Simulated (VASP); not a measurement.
ZnAu, 2 atoms in the cell. Symmetry: R3m, No. 160, trigonal system. The conventional cell has a = 4.451 Å, b = 4.451 Å, c = 5.451 Å, α = 90.00°, β = 90.00°, γ = 120.00°. Zn (site symmetry 3m) has 4 Au at 2.07 to 2.58 Å within 2.7 Å. Au (site symmetry 3m) has 4 Zn at 2.07 to 2.58 Å within 2.7 Å.  This cell differs from its parent crystal: shortest bond scaled by 0.76.

```yaml
Program: VASP 6.6.1
Task: single point
Functional: PBEsol
Potentials_or_basis: VASP PAW PBE potentials, release 64 (Zn, Au)
Cutoff: 520 eV
k_mesh: 10 × 10 × 10
Occupations: fermi-dirac, width 0.05 eV
Spin: no spin polarisation
Dipole_correction: no
Further_INCAR_settings: ALGO = Normal; EDIFF = 1e-07; NBANDS = 18
```

Potentials or basis: VASP PAW PBE potentials, release 64 (Zn, Au).

Command:

```console
$ cat potpaw_PBE.64/Zn/POTCAR potpaw_PBE.64/Au/POTCAR > POTCAR
$ mpirun -np 1 vasp_std > vasp.out
```

Hardware: 1 thread of Intel(R) Xeon(R) Platinum 8488C (Sapphire Rapids), with other jobs on the host.

**Question.** How long does it take, and how much memory?

**Answer.** It took 22 s on 1 thread of Intel(R) Xeon(R) Platinum 8488C (Sapphire Rapids), with other jobs on the host, peak memory 0.19 GiB. Counts: scf iterations 13, k points 116.
